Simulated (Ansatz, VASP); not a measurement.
# Ga3Se: VASP beside Ansatz

INCAR

```
SYSTEM = Ga3Se
PREC     = Accurate       ! precision mode
ENCUT    = 520            ! plane-wave cutoff, eV
EDIFF    = 1E-6           ! SCF threshold, eV
ISMEAR   = 0              ! smearing method
SIGMA    = 0.15           ! smearing width, eV
LREAL    = .False.        ! projectors in reciprocal space
LASPH    = .True.         ! aspherical terms in the spheres
NELM     = 80             ! most SCF steps
ALGO     = Normal         ! electronic algorithm
ISIF     = 2              ! what is computed and relaxed
LWAVE    = .False.        ! write WAVECAR
LCHARG   = .True.         ! write CHGCAR
GGA      = PS             ! functional
IVDW     = 12             ! dispersion correction
LELF     = .True.         ! ELF
LVHAR    = .True.       
NBANDS   = 30             ! bands
```

KPOINTS

```
regular mesh
0
Gamma
  12 12 12
  0 0 0
```

POSCAR

```
Ga3Se
1.0
    4.2249181734      0.0000000000      0.0000000000
    0.0000000000      4.4361640821      0.0000000000
    0.0000000000      0.0000000000      4.2249181734
Ga Se
3 1
Direct
    0.0000000000      0.5000000000      0.5000000000
    0.5000000000      0.0000000000      0.5000000000
    0.5000000000      0.5000000000      0.0000000000
    0.0000000000      0.0000000000      0.0000000000
```

Input for Ansatz:

```yaml
crystal:
  lattice:
    - [4.2249181734, 0.0, 0.0]
    - [0.0, 4.4361640821, 0.0]
    - [0.0, 0.0, 4.2249181734]
  atoms:
    - { symbol: Ga, position: [0.0, 0.5, 0.5] }
    - { symbol: Ga, position: [0.5, 0.0, 0.5] }
    - { symbol: Ga, position: [0.5, 0.5, 0.0] }
    - { symbol: Se, position: [0.0, 0.0, 0.0] }
basis:
  ecutwfc: 420
kpoints:
  mp_grid: { grid: [12, 12, 12] }
hamiltonian:
  xc: pbesol
  dispersion: d3bj
scf:
  occupations: { method: gaussian, width: 0.15 }
output:
  forces: true
  stress: true
  eigenvalues: true
```

Change from the starting cell: strain +0.0500 x Voigt [0, 1, 0, 0, 0, 0], atoms carried along.

Alike in both runs: task single point; functional PBEsol; dispersion D3(BJ); k mesh 12 × 12 × 12; occupations gaussian, width 0.15 eV; no spin polarisation.

```csv
,VASP,Ansatz
version,VASP 6.6.1,Ansatz 0.2.0
potentials or method,"VASP PAW PBE potentials, release 64 (Ga_d, Se), cutoff 520 eV","scalar-relativistic, plane waves, PAW"
valence electrons in the cell,45,55
```

Ansatz gave:

- gap on the k mesh at the Fermi level (eV): none
- pressure (GPa): -2.4
- traceless stress, the component that is largest in VASP (GPa): -0.24

Question: What did VASP give for the same quantities?

Answer: gap on the k mesh at the Fermi level (eV): none; pressure (GPa): -2.3; traceless stress, the component that is largest in VASP (GPa): -0.24.

VASP's potentials were made for PBE, not for PBEsol. A gap of «none» marks a metal or a gap that the smearing closes. VASP's potentials hold 45 valence electrons a cell and Ansatz's 55, so a difference there can come from the potentials and not from the codes.
